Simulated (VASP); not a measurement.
# ZrS (Fm-3m) in VASP: notebook

ZrS is run at these levels: r2SCAN; tasks: single point, relaxation of cell and atoms.

Program: VASP 6.6.1. These are calculated values, not measurements. Logs are shortened: lines on timing, memory, paths and dates and some standing lists are left out, and cuts for length are marked.

## Step 1: The cell of the first run

It takes space group Fm-3m (No. 225, cubic). Conventional cell: a = 5.225 Å, b = 5.225 Å, c = 5.225 Å, α = 90.00°, β = 90.00°, γ = 90.00°. Zr (site symmetry m-3m) has 6 S at 2.61 Å within 3.4 Å. Within 3.4 Å of S (site symmetry m-3m) lie 6 Zr at 2.61 Å.

## Step 2: Single point, r2SCAN

Contents of POSCAR:

```
ZrS
1.0
    0.0000000000      2.6124644615      2.6124644615
    2.6124644615      0.0000000000      2.6124644615
    2.6124644615      2.6124644615      0.0000000000
Zr S
1 1
Direct
    0.0000000000      0.0000000000      0.0000000000
    0.5000000000      0.5000000000      0.5000000000
```

Contents of INCAR.step1:

```
SYSTEM = ZrS
PREC = Accurate ; ENCUT = 520
ISMEAR = 0 ; SIGMA = 0.1
LREAL = .False. ; LASPH = .True.
NELM = 100 ; NBANDS = 16
GGA = PE ; ALGO = Normal
EDIFF = 1E-4 ; LWAVE = .True.
LCHARG = .False.
```

Contents of INCAR.step2:

```
SYSTEM = ZrS
PREC = Accurate ; ENCUT = 520
EDIFF = 1E-6 ; ISMEAR = 0
SIGMA = 0.1 ; LREAL = .False.
LASPH = .True. ; NELM = 100
ALGO = Normal ; ISIF = 2
LWAVE = .False. ; LCHARG = .True.
METAGGA = R2SCAN ; LMIXTAU = .True.
LELF = .True. ; LVHAR = .True.
NBANDS = 16 ; ISTART = 1
```

Contents of KPOINTS:

```
regular mesh
0
Gamma
  14 14 14
  0 0 0
```

Potentials or basis: VASP PAW PBE potentials, release 64 (Zr_sv, S).

Started as:

```
$ cat potpaw_PBE.64/Zr_sv/POTCAR potpaw_PBE.64/S/POTCAR > POTCAR
$ cp INCAR.step1 INCAR
$ mpirun -np 1 vasp_std > vasp.out
$ cp INCAR.step2 INCAR
$ mpirun -np 1 vasp_std > vasp.out
```

OUTCAR:

```text
SYSTEM = ZrS
   PREC = Accurate
   ENCUT = 520
   EDIFF = 1E-6
   ISMEAR = 0
   LREAL = .False.
   LASPH = .True.
   NELM = 100
   ISIF = 2
   METAGGA = R2SCAN
   ISTART = 1

 ion  position               nearest neighbor table
   1  0.000  0.000  0.000-   2 2.61   2 2.61   2 2.61   2 2.61   2 2.61   2 2.61
   2  0.500  0.500  0.500-   1 2.61   1 2.61   1 2.61   1 2.61   1 2.61   1 2.61

  LATTYP: Found a face centered cubic cell.
 ALAT       =     5.2249289230

  Lattice vectors:

 A1 = (   0.0000000000,   2.6124644615,   2.6124644615)
 A2 = (   2.6124644615,   0.0000000000,   2.6124644615)
 A3 = (   2.6124644615,   2.6124644615,   0.0000000000)

Analysis of symmetry for initial positions (statically):
=====================================================================
 Subroutine PRICEL returns:
 Original cell was already a primitive cell.

 Routine SETGRP: Setting up the symmetry group for a
 face centered cubic supercell.

 Subroutine GETGRP returns: Found 48 space group operations
 (whereof 48 operations were pure point group operations)
 out of a pool of 48 trial point group operations.

The static configuration has the point symmetry O_h .

Analysis of symmetry for dynamics (positions and initial velocities):
=====================================================================
 Subroutine PRICEL returns:
 Original cell was already a primitive cell.

 Routine SETGRP: Setting up the symmetry group for a
 face centered cubic supercell.

 Subroutine GETGRP returns: Found 48 space group operations
 (whereof 48 operations were pure point group operations)
 out of a pool of 48 trial point group operations.

The dynamic configuration has the point symmetry O_h .

 Subroutine INISYM returns: Found 48 space group operations
 (whereof 48 operations are pure point group operations),
 and found     1 'primitive' translations

----------------------------------------------------------------------------------------

                                     Primitive cell

  volume of cell :      35.6600

  direct lattice vectors                    reciprocal lattice vectors
     0.000000000  2.612464462  2.612464462    -0.191390163  0.191390163  0.191390163
     2.612464462  0.000000000  2.612464462     0.191390163 -0.191390163  0.191390163
     2.612464462  2.612464462  0.000000000     0.191390163  0.191390163 -0.191390163

  length of vectors
     3.694582673  3.694582673  3.694582673     0.331497487  0.331497487  0.331497487

  position of ions in fractional coordinates (direct lattice)
     0.000000000  0.000000000  0.000000000
     0.500000000  0.500000000  0.500000000

  ion indices of the primitive-cell ions
   primitive index   ion index
                 1           1
                 2           2

----------------------------------------------------------------------------------------

 KPOINTS: regular mesh

Automatic generation of k-mesh.
 Grid dimensions read from file:
 generate k-points for:   14   14   14

 Generating k-lattice:

  Cartesian coordinates                     Fractional coordinates (reciprocal lattice)
    -0.013670726  0.013670726  0.013670726     0.071428571  0.000000000  0.000000000
     0.013670726 -0.013670726  0.013670726     0.000000000  0.071428571  0.000000000
     0.013670726  0.013670726 -0.013670726     0.000000000  0.000000000  0.071428571

  Length of vectors
     0.023678392  0.023678392  0.023678392

  Shift w.r.t. Gamma in fractional coordinates (k-lattice)
     0.000000000  0.000000000  0.000000000

 Subroutine IBZKPT returns following result:
 ===========================================

 Found    104 irreducible k-points:

 Following reciprocal coordinates:
            Coordinates               Weight
  0.000000  0.000000  0.000000      1.000000
  0.071429  0.000000  0.000000      8.000000
  0.142857  0.000000  0.000000      8.000000
  0.214286  0.000000  0.000000      8.000000
  0.285714  0.000000  0.000000      8.000000
  0.357143  0.000000  0.000000      8.000000
[... 16 lines left out ...]
[... 44 lines left out ...]

 val. band max:       11.1235344069   @ k =   0.2857   0.2857   0.0000
 cond. band min:      11.1340968092   @ k =  -0.2857   0.4286   0.2143
 fundamental gap:      0.0105624022
 Fermi energy:        11.1292011489

 k-point     1 :       0.0000    0.0000    0.0000
  band No.  band energies     occupation
      1     -40.7266      2.00000
      2     -18.0082      2.00000
      3     -18.0082      2.00000
      4     -18.0082      2.00000
      5      -5.7514      2.00000
      6       7.1241      2.00000
[... 8 lines left out ...]
     15      18.8211      0.00000
     16      23.7403      0.00000

 k-point     2 :       0.0714    0.0000    0.0000
  band No.  band energies     occupation
      1     -40.7252      2.00000
      2     -18.0281      2.00000
      3     -18.0098      2.00000
      4     -18.0098      2.00000
      5      -5.6827      2.00000
      6       6.7366      2.00000
[... 8 lines left out ...]
     15      19.0382      0.00000
     16      23.3262      0.00000

 k-point     3 :       0.1429    0.0000    0.0000
  band No.  band energies     occupation
      1     -40.7211      2.00000
      2     -18.0830      2.00000
      3     -18.0143      2.00000
      4     -18.0143      2.00000
      5      -5.4860      2.00000
      6       5.8793      2.00000
[... 8 lines left out ...]
     15      19.5323      0.00000
     16      22.5491      0.00000

 k-point     4 :       0.2143    0.0000    0.0000
  band No.  band energies     occupation
      1     -40.7152      2.00000
      2     -18.1610      2.00000
      3     -18.0207      2.00000
      4     -18.0207      2.00000
      5      -5.1880      2.00000
      6       4.9061      2.00000
[... 8 lines left out ...]
     15      19.6825      0.00000
     16      21.5960      0.00000
[... 324 lines left out ...]
 k-point    22 :       0.1429    0.1429    0.0000
  band No.  band energies     occupation
      1     -40.7193      2.00000
      2     -18.0774      2.00000
      3     -18.0302      2.00000
      4     -18.0302      2.00000
      5      -5.4280      2.00000
      6       5.2065      2.00000
[... 8 lines left out ...]
     15      19.8810      0.00000
     16      21.9749      0.00000

 k-point    23 :       0.2143    0.1429    0.0000
  band No.  band energies     occupation
      1     -40.7149      2.00000
      2     -18.1261      2.00000
      3     -18.0406      2.00000
      4     -18.0366      2.00000
      5      -5.2429      2.00000
      6       4.6518      2.00000
[... 8 lines left out ...]
     15      20.2049      0.00000
     16      21.2732      0.00000

 k-point    24 :       0.2857    0.1429    0.0000
  band No.  band energies     occupation
      1     -40.7092      2.00000
      2     -18.1942      2.00000
      3     -18.0499      2.00000
      4     -18.0434      2.00000
      5      -4.9871      2.00000
      6       4.1272      2.00000
[... 8 lines left out ...]
     15      19.7203      0.00000
     16      20.3824      0.00000

 [... further k-points ...]

------------------------ aborting loop because EDIFF is reached ----------------------------------------

  FORCE on cell =-STRESS in cart. coord.  units (eV):
  Direction    XX          YY          ZZ          XY          YZ          ZX
  --------------------------------------------------------------------------------------
  -------------------------------------------------------------------------------------
  Total       -0.0076265     -0.0076265     -0.0076265     -0.0000000      0.0000000      0.0000000
  in kB       -0.3426538     -0.3426538     -0.3426538     -0.0000000      0.0000000      0.0000000
  external PRESSURE =      -0.3426538 kB  Pullay stress =       0.0000000 kB

 VOLUME and BASIS-vectors are now :
 -----------------------------------------------------------------------------
  energy-cutoff  :      520.00
  volume of cell :       35.66
      direct lattice vectors                 reciprocal lattice vectors
     0.000000000  2.612464462  2.612464462    -0.191390163  0.191390163  0.191390163
     2.612464462  0.000000000  2.612464462     0.191390163 -0.191390163  0.191390163
     2.612464462  2.612464462  0.000000000     0.191390163  0.191390163 -0.191390163

 POSITION                                       TOTAL-FORCE (eV/Angst)
 -----------------------------------------------------------------------------------
      0.00000      0.00000      0.00000        -0.000000     -0.000000     -0.000000
      2.61246      2.61246      2.61246         0.000000      0.000000      0.000000
 -----------------------------------------------------------------------------------
    total drift:                                0.000000      0.000000      0.000000

  FREE ENERGIE OF THE ION-ELECTRON SYSTEM (eV)
  ---------------------------------------------------
  free  energy   TOTEN  =       -33.8849937723 eV

  energy  without entropy=      -33.8774633712  energy(sigma->0) =      -33.88122857
```

It took 92 s on 1 thread of AMD EPYC 9R45 (Zen 5), shared host; peak memory 0.17 GiB.

Results:

* Free energy: -33.8850 eV
* Pressure: 0.0 GPa
* Band gap on the k mesh: zero (band 9 reaches 12.65 eV, above the bottom of band 10 at 9.66 eV)

Caveat: the PAW data sets were made with another functional, which shifts forces and pressure a little.

## Step 3: Relaxation of cell and atoms, r2SCAN

This run uses another cell than the first one, of 18.09 Å³/atom, 1.014 times its volume.

Contents of POSCAR:

```
ZrS
1.0
    0.0000000000      2.6250000000      2.6250000000
    2.6250000000      0.0000000000      2.6250000000
    2.6250000000      2.6250000000      0.0000000000
Zr S
1 1
Direct
    0.0000000000      0.0000000000      0.0000000000
    0.5000000000      0.5000000000      0.5000000000
```

Contents of INCAR.step1:

```
SYSTEM = ZrS
ALGO = Normal
EDIFF = 1E-4
ENCUT = 600
GGA = PE
ISMEAR = 0
LASPH = .TRUE.
LCHARG = .FALSE.
LREAL = .FALSE.
LWAVE = .TRUE.
NELM = 100
PREC = Accurate
SIGMA = 0.1
```

Contents of INCAR.step2:

```
SYSTEM = ZrS
ALGO = Normal
EDIFF = 1E-6
EDIFFG = -0.005
ENCUT = 600
IBRION = 2
ISIF = 3
ISMEAR = 0
ISTART = 1
LASPH = .TRUE.
LCHARG = .FALSE.
LMIXTAU = .TRUE.
LREAL = .FALSE.
LWAVE = .FALSE.
METAGGA = R2SCAN
NELM = 100
NSW = 100
PREC = Accurate
SIGMA = 0.1
```

Contents of KPOINTS:

```
k-points
0
G
  14 14 14
  0 0 0
```

Potentials or basis: VASP PAW PBE potentials, release 64 (Zr_sv, S).

Started as:

```
$ cat potpaw_PBE.64/Zr_sv/POTCAR potpaw_PBE.64/S/POTCAR > POTCAR
$ cp INCAR.step1 INCAR
$ mpirun -np 1 vasp_std > vasp.out
$ cp INCAR.step2 INCAR
$ mpirun -np 1 vasp_std > vasp.out
```

Wall time 4.9 min (1 thread of AMD EPYC 9R45 (Zen 5), shared host); peak memory 0.19 GiB.

The run converged. Its results:

```
Free energy                            : -33.8840 eV
Relaxed volume                         : 17.83 Å³/atom
Relaxed cell                           : a = 3.694 Å, b = 3.694 Å, c = 3.694 Å, α = 60.00°, β = 60.00°, γ = 60.00°
Space group after relaxing (to 0.05 Å) : Fm-3m (No. 225)
Energy gained by relaxing              : 1.6 meV/atom
Ionic steps                            : 3
Pressure after relaxing                : 0.0 GPa
```

Step by step:
```
step  energy change (eV)  largest force (eV/Å)  pressure (GPa)  volume (Å³)
   1              0.0000                0.0000           -1.97        36.18
   2              0.0018                0.0000            2.61        35.02
   3             -0.0033                0.0000           -0.01        35.66
```

Final structure:
```yaml
crystal:
  lattice:
    - [0.00000, 2.61234, 2.61234]
    - [2.61234, 0.00000, 2.61234]
    - [2.61234, 2.61234, 0.00000]
  atoms:
    - { symbol: Zr, position: [0.00000, 0.00000, 0.00000] }
    - { symbol: S, position: [0.50000, 0.50000, 0.50000] }
```

Levels at points of the mesh, in eV from the Fermi level:
| k point | band 6 | band 7 | band 8 | band 9 | band 10 | band 11 | band 12 | band 13 |
| --- | --- | --- | --- | --- | --- | --- | --- | --- |
| (0.00, 0.00, 0.00) | -4.00 | -4.00 | -4.00 | -1.47 | -1.47 | -1.47 | -0.72 | -0.72 |
| (0.50, 0.00, 0.00) | -8.59 | -6.51 | -6.51 | 1.52 | 1.52 | 1.88 | 2.09 | 5.89 |
| (0.50, 0.50, 0.00) | -6.81 | -4.98 | -4.98 | -3.61 | 0.53 | 2.43 | 2.43 | 3.10 |

Caveat: the bands computed are all filled at some k points, so no gap is given; the PAW data sets were made with another functional, which shifts forces and pressure a little.

## Step 4: Single point, r2SCAN

This run uses another cell than the first one, of 17.47 Å³/atom, 0.980 times its volume.

Contents of POSCAR:

```
ZrS
1.0
    0.0000000000      2.5945278842      2.5945278842
    2.5945278842      0.0000000000      2.5945278842
    2.5945278842      2.5945278842      0.0000000000
Zr S
1 1
Direct
    0.0000000000      0.0000000000      0.0000000000
    0.5000000000      0.5000000000      0.5000000000
```

Contents of INCAR.step1:

```
PREC = Accurate ; ENCUT = 520
ISMEAR = 0 ; SIGMA = 0.1
LREAL = F ; LASPH = T
NELM = 100 ; NBANDS = 16
GGA = PE ; ALGO = Normal
EDIFF = 1E-4 ; LWAVE = T
LCHARG = F
```

Contents of INCAR.step2:

```
PREC = Accurate ; ENCUT = 520
EDIFF = 1E-7 ; ISMEAR = 0
SIGMA = 0.1 ; LREAL = F
LASPH = T ; NELM = 100
ALGO = Normal ; ISIF = 2
LWAVE = F ; LCHARG = T
METAGGA = R2SCAN ; LMIXTAU = T
LELF = T ; LVHAR = T
NBANDS = 16 ; ISTART = 1
```

Contents of KPOINTS:

```
regular mesh
0
Gamma
  14 14 14
```

Started as:

```
$ cat potpaw_PBE.64/Zr_sv/POTCAR potpaw_PBE.64/S/POTCAR > POTCAR
$ cp INCAR.step1 INCAR
$ mpirun -np 1 vasp_std > vasp.out
$ cp INCAR.step2 INCAR
$ mpirun -np 1 vasp_std > vasp.out
```

It took 2 min on 1 thread of AMD EPYC 9R45 (Zen 5), shared host; peak memory 0.17 GiB.

Results (log left out):

| Item | Value |
| --- | --- |
| Free energy | -33.8783 eV |
| Pressure | 3.0 GPa |
| Band gap on the k mesh | zero (band 9 reaches 12.96 eV, above the bottom of band 10 at 9.87 eV) |

Levels at points of the mesh, in eV from the Fermi level:
| k point | band 6 | band 7 | band 8 | band 9 | band 10 | band 11 | band 12 | band 13 |
| --- | --- | --- | --- | --- | --- | --- | --- | --- |
| (0.00, 0.00, 0.00) | -4.01 | -4.01 | -4.01 | -1.51 | -1.51 | -1.51 | -0.74 | -0.74 |
| (0.50, 0.00, 0.00) | -8.70 | -6.59 | -6.59 | 1.57 | 1.57 | 1.96 | 2.11 | 6.08 |
| (0.50, 0.50, 0.00) | -6.84 | -4.99 | -4.99 | -3.71 | 0.54 | 2.52 | 2.52 | 3.20 |

Caveat: the PAW data sets were made with another functional, which shifts forces and pressure a little.

## Step 5: Relaxation of cell and atoms, r2SCAN, target pressure 3 GPa, at which the enthalpy is minimised

This run uses another cell than the first one, of 17.33 Å³/atom, 0.972 times its volume.

Contents of POSCAR:

```
ZrS
1.0
    0.0000000000      2.5876594290      2.5876594290
    2.5876594290      0.0000000000      2.5876594290
    2.5876594290      2.5876594290      0.0000000000
Zr S
1 1
Direct
    0.0000000000      0.0000000000      0.0000000000
    0.5000000000      0.5000000000      0.5000000000
```

Contents of INCAR.step1:

```
SYSTEM = ZrS
  PREC = Accurate
  ENCUT = 600
  ISMEAR = 0
  SIGMA = 0.1
  LREAL = .False.
  LASPH = .True.
  NELM = 100
  GGA = PE
  ALGO = Normal
  EDIFF = 1E-4
  LWAVE = .True.
  LCHARG = .False.
```

Contents of INCAR.step2:

```
SYSTEM = ZrS
  PREC = Accurate
  ENCUT = 600
  EDIFF = 1E-7
  ISMEAR = 0
  SIGMA = 0.1
  LREAL = .False.
  LASPH = .True.
  NELM = 100
  ALGO = Normal
  ISIF = 3
  LWAVE = .False.
  LCHARG = .False.
  METAGGA = R2SCAN
  LMIXTAU = .True.
  IBRION = 2
  NSW = 70
  EDIFFG = -0.008
  PSTRESS = 30.0
  ISTART = 1
```

Contents of KPOINTS:

```
Automatic mesh
0
Gamma
  14 14 14
  0 0 0
```

Started as:

```
$ cat potpaw_PBE.64/Zr_sv/POTCAR potpaw_PBE.64/S/POTCAR > POTCAR
$ cp INCAR.step1 INCAR
$ mpirun -np 1 vasp_std > vasp.out
$ cp INCAR.step2 INCAR
$ mpirun -np 1 vasp_std > vasp.out
```

It took 10 min on 1 thread of Intel Xeon Platinum 8259CL at 2.50GHz (Skylake/Cascade Lake), shared host; peak memory 0.23 GiB.

The run converged. Its results:

```
Free energy                                            : -33.8771 eV
Relaxed volume                                         : 17.47 Å³/atom
Relaxed cell                                           : a = 3.669 Å, b = 3.669 Å, c = 3.669 Å, α = 60.00°, β = 60.00°, γ = 60.00°
Space group after relaxing (to 0.05 Å)                 : Fm-3m (No. 225)
Energy change on relaxing (the enthalpy is what falls) : -3.1 meV/atom
Ionic steps                                            : 3
Pressure after relaxing                                : 3.0 GPa
```

Step by step:
| step | energy change (eV) | largest force (eV/Å) | pressure (GPa) | volume (Å³) |
| --- | --- | --- | --- | --- |
| 1 | 0.0000 | 0.0000 | 4.24 | 34.65 |
| 2 | -0.0116 | 0.0000 | 1.29 | 35.33 |
| 3 | -0.0062 | 0.0000 | 3.00 | 34.93 |

Final structure:
```cif
data_structure
_symmetry_space_group_name_H-M 'P 1'
_symmetry_Int_Tables_number 1
_cell_length_a 3.6692
_cell_length_b 3.6692
_cell_length_c 3.6692
_cell_angle_alpha 60.000
_cell_angle_beta 60.000
_cell_angle_gamma 60.000
_cell_volume 34.93
loop_
_atom_site_label
_atom_site_type_symbol
_atom_site_fract_x
_atom_site_fract_y
_atom_site_fract_z
_atom_site_occupancy
Zr1 Zr 0.00000 0.00000 0.00000 1
S1 S 0.50000 0.50000 0.50000 1
```

Levels at points of the mesh, in eV from the Fermi level:
| k point | band 6 | band 7 | band 8 | band 9 | band 10 | band 11 | band 12 | band 13 |
| --- | --- | --- | --- | --- | --- | --- | --- | --- |
| (0.00, 0.00, 0.00) | -4.01 | -4.01 | -4.01 | -1.51 | -1.51 | -1.51 | -0.74 | -0.74 |
| (0.50, 0.00, 0.00) | -8.70 | -6.59 | -6.59 | 1.57 | 1.57 | 1.96 | 2.11 | 6.09 |
| (0.50, 0.50, 0.00) | -6.84 | -4.99 | -4.99 | -3.71 | 0.54 | 2.52 | 2.52 | 3.20 |

Caveat: the cell is relaxed towards a set pressure, so the enthalpy falls and the energy may rise; the bands computed are all filled at some k points, so no gap is given; the PAW data sets were made with another functional, which shifts forces and pressure a little.

## Step 6: The runs side by side

```csv
task,cell,cutoff (eV),gap on the mesh (eV),pressure (GPa)
single point,"a = 3.695 Å, angles 60.0°, 2 atoms",520,none,0.0
relaxation of cell and atoms,"relaxed from a = 3.712 Å, angles 60.0°, 2 atoms",600,-,0.0
single point,"a = 3.669 Å, angles 60.0°, 2 atoms",520,none,3.0
relaxation of cell and atoms,"relaxed to 3 GPa from a = 3.660 Å, angles 60.0°, 2 atoms",600,-,3.0
```

Alike in all rows: level r2SCAN; potentials or basis VASP PAW PBE potentials, release 64 (Zr_sv, S); no spin polarisation; k mesh 14 × 14 × 14; smearing gaussian 0.1 eV.

Caveats: the PAW data sets were made with another functional, which shifts forces and pressure a little; the bands computed are all filled at some k points, so no gap is given (some runs); the cell is relaxed towards a set pressure, so the enthalpy falls and the energy may rise (some runs).

Total energies depend on the potentials used, so only differences within one code and one set of settings carry meaning.
